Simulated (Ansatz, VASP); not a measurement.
One calculation of MnO, two programs

```
CELL_PARAMETERS angstrom
2.95135 -1.70546 0.00000
2.95135 1.70546 0.00000
-1.97131 0.00000 2.79145
ATOMIC_POSITIONS crystal
Mn 0.50020 0.50020 0.50067
O 0.74980 0.74980 0.24934
```

Change from the starting cell: volume scaled by 0.98.

Alike in both runs: task single point; functional PBEsol; k mesh 9 × 9 × 9; occupations fermi-dirac, width 0.05 eV; collinear spin.

|  | VASP | Ansatz |
| --- | --- | --- |
| version | VASP 6.6.1 | Ansatz 0.2.0 |
| potentials or method | VASP PAW PBE potentials, release 64 (Mn_pv, O), cutoff 520 eV | all-electron LAPW, scalar-relativistic |

Ansatz gave:

```
gap on the k mesh at the Fermi level (eV)                     : none
pressure (GPa)                                                : -6.5
traceless stress, the component that is largest in VASP (GPa) : -0.13
net moment per atom (μB)                                      : 2.50
size of the moment on the site where the two differ most (μB) : 4.32
```

Question: What did VASP give for the same quantities?

Answer: gap on the k mesh at the Fermi level (eV): none; pressure (GPa): -6.1; traceless stress, the component that is largest in VASP (GPa): -0.13; net moment per atom (μB): 2.50; size of the moment on the site where the two differ most (μB): 4.42.

VASP's potentials were made for PBE, not for PBEsol. Site moments also hang on the region over which each program counts them. A gap of «none» marks a metal or a gap that the smearing closes. Ansatz ran all-electron here, and VASP with PAW potentials.
